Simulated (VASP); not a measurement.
# Si24O49 (a cell with a defect) in VASP: single point with PBEsol

Aim: the single point of Si24O49 (a cell with a defect) with PBEsol.

All numbers are computed with VASP 6.6.1; they aren't measurements. Logs are shortened: lines on timing, memory, paths and dates and some standing lists are left out, and cuts for length are marked.

## (1) The cell of the first run

The cell holds a defect, 73 atoms: a = 9.902 Å, b = 9.902 Å, c = 10.886 Å, α = 90.00°, β = 90.00°, γ = 120.00°.

## (2) Single point, PBEsol, collinear spin

File INCAR:

```
ALGO = Normal ; EDIFF = 1E-6
ENCUT = 520 ; GGA = PS
GGA_COMPAT = F ; ISIF = 2
ISMEAR = -1 ; ISPIN = 2
ISYM = -1 ; KPAR = 1
LASPH = T ; LCHARG = F
LORBIT = 11 ; LREAL = Auto
LWAVE = F ; MAGMOM = 0 0 0 0 0 0 0 0 0 0 0 0 0 0 0 0 0 0 0 0 0 0 0 0 0 0 0 0 0 0 0 0 0 0 0 0 0 0 0 0 0 0 0 0 0 0 0 0 0 0 0 0 0 0 0 0 0 0 0 0 0 0 0 0 0 0 0 0 0 0 0 0 1
NBANDS = 241 ; NELECT = 391.0
NELM = 200 ; PREC = Accurate
SIGMA = 0.05
```

File KPOINTS:

```
explicit points
1
Reciprocal
  0.25000000   0.25000000   0.25000000 1
```

File POSCAR:

```
Si24O49
1.0
    9.9016390000      0.0000000000      0.0000000000
   -4.9508190000      8.5750710000      0.0000000000
    0.0000000000      0.0000000000     10.8858800000
Si O
24 49
Direct
    0.2302590000      0.9986580000      0.1707060000
    0.2304440000      0.9912590000      0.6672860000
    0.2487230000      0.5067960000      0.1732460000
    0.2335110000      0.4987640000      0.6678920000
    0.7201750000      0.9962660000      0.1671280000
    0.7364650000      0.9990350000      0.6660930000
    0.7338200000      0.4983920000      0.1690130000
    0.7367020000      0.5053960000      0.6743700000
    0.9961700000      0.2402360000      0.3349960000
    0.9981350000      0.2361830000      0.8355160000
    0.9982170000      0.7321550000      0.3391330000
    0.9956800000      0.7271610000      0.8401190000
    0.4963890000      0.2337040000      0.3369120000
    0.4966700000      0.2370400000      0.8314820000
    0.5214620000      0.7398290000      0.3395450000
    0.4986660000      0.7371750000      0.8341980000
    0.2625490000      0.2639790000      0.0029840000
    0.2514520000      0.2519790000      0.5024630000
    0.2642370000      0.7643540000      0.0055260000
    0.2722430000      0.7658000000      0.4956100000
    0.7581030000      0.2616090000      0.9976790000
    0.7629340000      0.2675740000      0.5046020000
    0.7609740000      0.7640780000      0.0036100000
    0.7522290000      0.7565380000      0.4979200000
    0.2019900000      0.1324320000      0.1102030000
    0.1914480000      0.1175190000      0.6071860000
    0.2153280000      0.6373300000      0.1139650000
    0.2104420000      0.6317150000      0.6018660000
    0.6890960000      0.1241930000      0.0984480000
    0.7081900000      0.1351450000      0.6101980000
    0.7027220000      0.6284680000      0.1068260000
    0.7300580000      0.6547190000      0.6282860000
    0.3672480000      0.0732020000      0.2729910000
    0.3643050000      0.0747100000      0.7718050000
    0.3865040000      0.5776330000      0.2729490000
    0.3664390000      0.5747750000      0.7737920000
    0.8581460000      0.0905590000      0.2672910000
    0.8686630000      0.0743420000      0.7734670000
    0.8707610000      0.5723820000      0.2711230000
    0.8638460000      0.5601700000      0.7859930000
    0.4135170000      0.2811070000      0.4431720000
    0.4232640000      0.2887110000      0.9431790000
    0.4361070000      0.8027890000      0.4374780000
    0.4239190000      0.7971180000      0.9388960000
    0.9258760000      0.3009080000      0.4430060000
    0.9227110000      0.2899640000      0.9437430000
    0.9201590000      0.7702330000      0.4537040000
    0.9227670000      0.7930990000      0.9419490000
    0.1188990000      0.1963940000      0.3964830000
    0.1325550000      0.2084490000      0.8948520000
    0.1390240000      0.7075930000      0.3895530000
    0.1264320000      0.6975750000      0.9035450000
    0.6304080000      0.2077090000      0.3982070000
    0.6337860000      0.2107410000      0.8859270000
    0.7160160000      0.8012450000      0.3442950000
    0.6285330000      0.7061870000      0.8973490000
    0.0859890000      0.3779140000      0.2353510000
    0.0708620000      0.3724000000      0.7321070000
    0.0696710000      0.8701210000      0.2353380000
    0.0744740000      0.8551300000      0.7314350000
    0.5725620000      0.3690120000      0.2329280000
    0.5678350000      0.3723680000      0.7277750000
    0.5544690000      0.8677620000      0.2227970000
    0.5740170000      0.8698060000      0.7289010000
    0.2946240000      0.4271000000      0.0618460000
    0.2818840000      0.4118610000      0.5662010000
    0.2852750000      0.9250660000      0.0617200000
    0.2938810000      0.9234870000      0.5604570000
    0.7870260000      0.4214840000      0.0613750000
    0.7883930000      0.4278010000      0.5652170000
    0.7888870000      0.9244530000      0.0652560000
    0.7912980000      0.9252100000      0.5595120000
    0.5632600000      0.6328710000      0.4559520000
```

Potentials or basis: VASP PAW PBE potentials, release 64 (Si, O).

Launch:

```console
> cat potpaw_PBE.64/Si/POTCAR potpaw_PBE.64/O/POTCAR > POTCAR
> mpirun -np 4 vasp_std > vasp.out
```

OUTCAR:

```text
EDIFF = 1E-6
   ENCUT = 520
   GGA = PS
   ISIF = 2
   ISMEAR = -1
   ISPIN = 2
   ISYM = -1
   LASPH = T
   LORBIT = 11
   LREAL = Auto
   NELECT = 391.0
   NELM = 200
   PREC = Accurate

 ion  position               nearest neighbor table
   1  0.230  0.999  0.171-  59 1.62  33 1.62  67 1.62  25 1.62  17 3.08  13 3.08  19 3.08  11 3.09

   2  0.230  0.991  0.667-  60 1.61  68 1.62  26 1.62  34 1.62  18 3.06  20 3.09  14 3.11  12 3.11

   3  0.249  0.507  0.173-  35 1.60  27 1.62  57 1.62  65 1.63  19 3.08  17 3.09  15 3.11   9 3.12

   4  0.234  0.499  0.668-  28 1.61  66 1.61  58 1.62  36 1.62  10 3.08  16 3.09  20 3.11  18 3.11

   5  0.720  0.996  0.167-  63 1.61  29 1.63  37 1.63  71 1.64  15 2.97  21 3.08  23 3.09
   6  0.736  0.999  0.666-  72 1.60  64 1.62  30 1.63  38 1.63  16 3.08  24 3.08  22 3.09  10 3.09

   7  0.734  0.498  0.169-  31 1.62  39 1.62  61 1.62  69 1.62  23 3.09  13 3.09  11 3.10  21 3.10

   8  0.737  0.505  0.674-  32 1.59  70 1.63  62 1.63  40 1.63  12 3.00  14 3.05  24 3.08  22 3.10

   9  0.996  0.240  0.335-  37 1.61  57 1.62  49 1.63  45 1.63  18 3.07  22 3.07   3 3.12
  10  0.998  0.236  0.836-  38 1.62  46 1.62  50 1.62  58 1.62  21 3.07   4 3.08  17 3.09   6 3.09

  11  0.998  0.732  0.339-  47 1.61  51 1.63  39 1.63  59 1.64  20 3.08   1 3.09  24 3.09   7 3.10

  12  0.996  0.727  0.840-  52 1.62  60 1.62  40 1.62  48 1.63   8 3.00  19 3.08  23 3.09   2 3.11
[... 72 lines left out ...]
  72  0.791  0.925  0.560-   6 1.60  24 1.66
  73  0.563  0.633  0.456-  24 1.71  15 1.83

IMPORTANT INFORMATION: All symmetrisations will be switched off!
NOSYMM: (Re-)initialisation of all symmetry stuff for point group C_1.

----------------------------------------------------------------------------------------

                                     Primitive cell

  volume of cell :     924.2902

  direct lattice vectors                    reciprocal lattice vectors
     9.901639000  0.000000000  0.000000000     0.100993381  0.058308549  0.000000000
    -4.950819000  8.575071000  0.000000000     0.000000000  0.116617110  0.000000000
     0.000000000  0.000000000 10.885880000     0.000000000  0.000000000  0.091862119

  length of vectors
     9.901639000  9.901638825 10.885880000     0.116617108  0.116617110  0.091862119

  position of ions in fractional coordinates (direct lattice)
     0.230259000  0.998658000  0.170706000
     0.230444000  0.991259000  0.667286000
     0.248723000  0.506796000  0.173246000
     0.233511000  0.498764000  0.667892000
     0.720175000  0.996266000  0.167128000
     0.736465000  0.999035000  0.666093000
[... 65 lines left out ...]
     0.791298000  0.925210000  0.559512000
     0.563260000  0.632871000  0.455952000

  ion indices of the primitive-cell ions
   primitive index   ion index
                 1           1
                 2           2
                 3           3
                 4           4
                 5           5
                 6           6
[... 65 lines left out ...]
                72          72
                73          73

----------------------------------------------------------------------------------------

 KPOINTS: explicit points

Read explicit list of k-points.

 Found      1 k-points:

 Following reciprocal coordinates:
            Coordinates               Weight
  0.250000  0.250000  0.250000      1.000000
   k-points           NKPTS =      1   k-points in BZ     NKDIM =      1   number of bands    NBANDS=    244
   number of dos      NEDOS =    301   number of ions     NIONS =     73
   total plane-waves  NPLWV = 537600
   dimension x,y,z NGX =    80 NGY =   80 NGZ =   84
   dimension x,y,z NGXF=   160 NGYF=  160 NGZF=  168
   ions per type =              24  49
   NGX,Y,Z   is equivalent  to a cutoff of  13.43, 13.43, 12.83 a.u.
   NGXF,Y,Z  is equivalent  to a cutoff of  26.86, 26.86, 25.66 a.u.
 SYSTEM =  unknown system
   PREC   = accura    normal or accurate (medium, high low for compatibility)
   ISTART =      0    job   : 0-new  1-cont  2-samecut
   ICHARG =      2    charge: 1-file 2-atom 10-const
   ISPIN  =      2    spin polarized calculation?
   LNONCOLLINEAR =      F non collinear calculations
   LSORBIT =      F    spin-orbit coupling
   LASPH  =      T    aspherical Exc in radial PAW
   ENCUT  =  520.0 eV  38.22 Ry    6.18 a.u.  18.41 18.41 20.24*2*pi/ulx,y,z
   NELM   =    200;   NELMIN=  2; NELMDL= -5     # of ELM steps
   EDIFF  = 0.1E-05   stopping-criterion for ELM
   LREAL  =      T    real-space projection
   EDIFFG = 0.1E-04   stopping-criterion for IOM
   NSW    =      0    number of steps for IOM
   IBRION =     -1    ionic relax: 0-MD 1-quasi-New 2-CG
   NFREE  =      0    steps in history (QN), initial steepest desc. (CG)
   ISIF   =      2    stress and relaxation
   ISYM   =     -1    0-nonsym 1-usesym 2-fastsym
   POTIM  = 0.5000    time-step for ionic-motion
   TEBEG  =    0.0;   TEEND  =   0.0 temperature during run
   PSTRESS=    0.0 pullay stress
   NELECT =     391.0000    total number of electrons
   NUPDOWN=      -1.0000    fix difference up-down
   EMIN   =  10.00;   EMAX   =-10.00  energy-range for DOS
   EFERMI =   0.00;   METHOD = LEGACY
   ISMEAR =    -1;   SIGMA  =   0.05  broadening in eV -4-tet -1-fermi 0-gaus
   EFERMI_NEDOS =   21; number of points for ismear=-14 and -15
   IALGO  =     38    algorithm
   IMIX   =      4    mixing-type and parameters
     AMIX     =   0.40;   BMIX     =  1.00
     AMIX_MAG =   1.60;   BMIX_MAG =  1.00
  volume/ion in A,a.u.               =      12.66        85.44
  Fermi-wavevector in a.u.,A,eV,Ry     =   1.228941  2.322361 20.548818  1.510296
  Thomas-Fermi vector in A             =   2.363847
   LORBIT       =     11    0 simple, 1 ext, 2 COOP (PROOUT), +10 PAW based schemes
   GGA     = PS    functional components
   LHFCALC =     F    Hartree Fock is set to
   AEXX    =    0.0000 exact exchange contribution
   IVDW    =     0    specifies the selected vdW correction
   LEPSILON=     F    determine dielectric tensor
   LRPA    =     F    only Hartree local field effects (RPA)
 spin polarized calculation
  energy-cutoff  :      520.00
  volume of cell :      924.29
 maximum number of plane-waves:     24895
 NGX is ok and might be reduce to    80
   NGX = 37   NGY = 37   NGZ = 41

 number of electron     390.9999999 magnetization       0.9999994

 Free energy of the ion-electron system (eV)
  ---------------------------------------------------
  ext. energy  EPLUGINS =         0.00000000
  ---------------------------------------------------
  free energy    TOTEN  =      -592.07491049 eV

  energy without entropy =     -592.07491004  energy(sigma->0) =     -592.07491026

 E-fermi :   2.6476     XC(G=0):  -9.4236

 val. band max:        1.8918093246   @ k =   0.2500   0.2500   0.2500
 cond. band min:       3.4031732851   @ k =   0.2500   0.2500   0.2500
 fundamental gap:      1.5113639604
 Fermi energy:         2.6475957232

 spin component 1

 k-point     1 :       0.2500    0.2500    0.2500
  band No.  band energies     occupation
      1     -18.2566      1.00000
      2     -18.1047      1.00000
      3     -18.0877      1.00000
      4     -18.0488      1.00000
      5     -17.9616      1.00000
      6     -17.8972      1.00000
[... 199 lines left out ...]
    206       9.6594      0.00000
    207       9.7427      0.00000
 Fermi energy:         2.6475957232

 spin component 2

 k-point     1 :       0.2500    0.2500    0.2500
  band No.  band energies     occupation
      1     -18.2498      1.00000
      2     -18.0979      1.00000
      3     -18.0662      1.00000
      4     -18.0395      1.00000
      5     -17.8983      1.00000
      6     -17.8568      1.00000
[... 199 lines left out ...]
    206       9.6662      0.00000
    207       9.7448      0.00000
 [bands above 207 left out]

------------------------ aborting loop because EDIFF is reached ----------------------------------------

  FORCE on cell =-STRESS in cart. coord.  units (eV):
  Direction    XX          YY          ZZ          XY          YZ          ZX
  --------------------------------------------------------------------------------------
  -------------------------------------------------------------------------------------
  Total       10.7353436     13.1168997     14.1065973     -1.8683809     -1.3920701      2.5777299
  in kB       18.6087918     22.7370138     24.4525691     -3.2386771     -2.4130334      4.4682724
  external PRESSURE =      21.9327916 kB  Pullay stress =       0.0000000 kB

 VOLUME and BASIS-vectors are now :
 -----------------------------------------------------------------------------
  energy-cutoff  :      520.00
  volume of cell :      924.29
      direct lattice vectors                 reciprocal lattice vectors
     9.901639000  0.000000000  0.000000000     0.100993381  0.058308549  0.000000000
    -4.950819000  8.575071000  0.000000000     0.000000000  0.116617110  0.000000000
     0.000000000  0.000000000 10.885880000     0.000000000  0.000000000  0.091862119

 POSITION                                       TOTAL-FORCE (eV/Angst)
 -----------------------------------------------------------------------------------
     -2.66423      8.56356      1.85829        -0.014094     -0.001914      0.001826
     -2.62577      8.50012      7.26400        -0.013752     -0.008834      0.001937
     -0.04629      4.34581      1.88594        -0.027869     -0.005436     -0.014470
     -0.15715      4.27694      7.27059        -0.014316      0.002530     -0.000239
      2.19858      8.54305      1.81934         0.024308      0.025808     -0.002781
      2.34617      8.56680      7.25101        -0.021724      0.008179      0.012414
[... 65 lines left out ...]
      3.25460      7.93374      6.09078         0.019055     -0.005232     -0.036235
      2.44397      5.42691      4.96344        -0.045470     -0.074579      0.017496
 -----------------------------------------------------------------------------------
    total drift:                                0.001688      0.016144     -0.009766

  FREE ENERGIE OF THE ION-ELECTRON SYSTEM (eV)
  ---------------------------------------------------
  free  energy   TOTEN  =      -592.0749104853 eV

  energy  without entropy=     -592.0749100442  energy(sigma->0) =     -592.07491026

 total charge

# of ion       s       p       d       tot
------------------------------------------
    1        0.647   1.000   0.000   1.647
    2        0.647   1.002   0.000   1.649
    3        0.649   1.005   0.000   1.654
    4        0.647   1.004   0.000   1.651
    5        0.648   0.993   0.000   1.642
    6        0.648   1.002   0.000   1.651
[... 65 lines left out ...]
   72        1.546   3.674   0.000   5.220
   73        1.585   3.435   0.000   5.020
--------------------------------------------------
tot         91.297 203.730   0.000 295.028

 magnetization (x)

# of ion       s       p       d       tot
------------------------------------------
    1        0.000   0.000   0.000   0.000
    2        0.000   0.000   0.000   0.000
    3       -0.000  -0.000   0.000  -0.000
    4       -0.000  -0.000   0.000  -0.000
    5       -0.000  -0.000   0.000  -0.000
    6       -0.000  -0.000   0.000  -0.000
[... 65 lines left out ...]
   72       -0.000  -0.001   0.000  -0.001
   73        0.005   0.427   0.000   0.432
--------------------------------------------------
tot          0.003   0.851   0.000   0.854
```

It took 3.9 min on 4 MPI ranks of Intel Xeon 6975P-C (Granite Rapids), shared host; peak memory 0.56 GiB.

Results:

- Free energy: -592.0749 eV
- Largest force: 0.100 eV/Å
- Net moment: 1.00 μB per cell
- Site moments: Si +0.00, -0.00, -0.01 (each value once); O -0.00, +0.00, +0.01, +0.02, +0.40, +0.43 (each value once) μB
- Valence electrons inside the program's atomic spheres: Si 1.65, 1.64, 1.66, 1.55, 1.56 (each value once); O 5.22, 5.23, 5.21, 5.04, 5.19, 5.24, 5.02 (each value once)

Forces in eV/Å, atoms in the order of the input:
```
Si  -0.014 -0.002  0.002
Si  -0.014 -0.009  0.002
Si  -0.028 -0.005 -0.014
Si  -0.014  0.003  0.000
Si   0.024  0.026 -0.003
Si  -0.022  0.008  0.012
Si  -0.014 -0.001  0.005
Si   0.004 -0.028 -0.003
Si   0.001 -0.014  0.003
Si   0.007 -0.017  0.000
Si   0.016 -0.021 -0.018
Si   0.007  0.001 -0.002
Si   0.010 -0.014  0.001
Si  -0.001 -0.018  0.002
Si  -0.037 -0.021  0.007
Si   0.005 -0.010 -0.004
Si   0.008  0.005  0.002
Si   0.013  0.014  0.000
Si   0.008  0.020  0.003
Si  -0.007  0.013  0.003
Si   0.007  0.024 -0.010
Si   0.002  0.013 -0.002
Si   0.008  0.006  0.000
Si   0.055  0.039  0.036
O   -0.018  0.007  0.012
O   -0.017  0.003  0.011
O   -0.010  0.001  0.017
O   -0.020  0.016  0.002
O   -0.014 -0.006  0.011
O   -0.011  0.001  0.012
O   -0.018  0.010  0.006
O   -0.038  0.053 -0.009
O    0.002 -0.013  0.009
O   -0.001 -0.015  0.011
O    0.028  0.009  0.031
O   -0.001 -0.016  0.010
O   -0.011 -0.018 -0.009
O   -0.001 -0.016  0.008
O    0.010 -0.011  0.017
O    0.001 -0.037  0.012
O    0.008  0.005  0.010
O    0.018  0.008  0.003
O    0.049  0.009 -0.007
O    0.013  0.011  0.008
O    0.017  0.011  0.005
O    0.012  0.012  0.013
O   -0.020  0.009  0.038
O    0.015  0.014  0.007
O    0.010 -0.013 -0.014
O    0.017 -0.008 -0.012
O    0.014 -0.010 -0.012
O    0.014 -0.012 -0.008
O    0.018 -0.008 -0.007
O    0.015 -0.011 -0.015
O    0.069  0.052 -0.051
O    0.015 -0.012 -0.007
O   -0.005  0.000 -0.007
O   -0.023 -0.007 -0.008
O   -0.020 -0.012  0.000
O   -0.012 -0.011 -0.004
O   -0.015 -0.004 -0.009
O   -0.017  0.005 -0.021
O   -0.057 -0.054  0.013
O   -0.014 -0.001 -0.015
O   -0.006  0.022 -0.006
O    0.003  0.011 -0.005
O    0.002  0.016 -0.018
O    0.006  0.014 -0.015
O    0.002  0.014 -0.012
O   -0.004  0.025  0.000
O   -0.003  0.027  0.000
O    0.019 -0.005 -0.036
O   -0.045 -0.075  0.017
```

Levels at points of the mesh, in eV from the Fermi level:
Spin up:
```tsv
k point	band 194	band 195	band 196	band 197	band 198	band 199
(0.25, 0.25, 0.25)	-1.40	-1.29	-0.76	4.82	5.48	5.55
```
Spin down:
```
           k point  band 191  band 192  band 193  band 194  band 195  band 196  band 197  band 198  band 199  band 200
(0.25, 0.25, 0.25)     -1.70     -1.64     -1.40     -1.26     -1.03      0.76      4.83      5.48      5.56      5.70
```

Caveat: the cell carries a net charge on a neutralising background, which shifts energy and pressure; the cell is charged against a uniform background, so pressure and absolute levels hang on convention; the PAW data sets were made with another functional, which shifts forces and pressure a little.
